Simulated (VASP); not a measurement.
A run of VASP 6.6.1:

File INCAR:

```
ALGO = Normal
EDIFF = 1E-6
ENCUT = 520
GGA = PE
ISIF = 2
ISMEAR = -1
ISPIN = 2
LASPH = True
LCHARG = False
LMAXMIX = 4
LORBIT = 11
LREAL = False
LWAVE = False
MAGMOM = 2 0
NBANDS = 18
NELM = 150
PREC = Accurate
SIGMA = 0.03
```

KPOINTS

```
k-points
0
Gamma
  14 14 14
```

The input POSCAR:

```
CoSi
1.0
    2.5819617674      0.0000000000      0.0000000000
    0.0000000000      2.5819617674      0.0000000000
    0.0000000000      0.0000000000      2.5819617674
Co Si
1 1
Direct
    0.0000000000      0.0000000000      0.0000000000
    0.5000000000      0.5000000000      0.5000000000
```

Potentials or basis: VASP PAW PBE potentials, release 64 (Co, Si).

Launch:

```console
$ cat potpaw_PBE.64/Co/POTCAR potpaw_PBE.64/Si/POTCAR > POTCAR
$ mpirun -np 1 vasp_std > vasp.out
```

Hardware: 1 thread of Intel(R) Xeon(R) Platinum 8259CL CPU @ 2.50GHz (Skylake/Cascade Lake) (shared host).

Problem. Estimate the wall time of this run.

Solution. Wall time 73 s on 1 thread of Intel(R) Xeon(R) Platinum 8259CL CPU @ 2.50GHz (Skylake/Cascade Lake), with other jobs on the host, peak memory 0.17 GiB. Counts: scf iterations 22, k points 120.
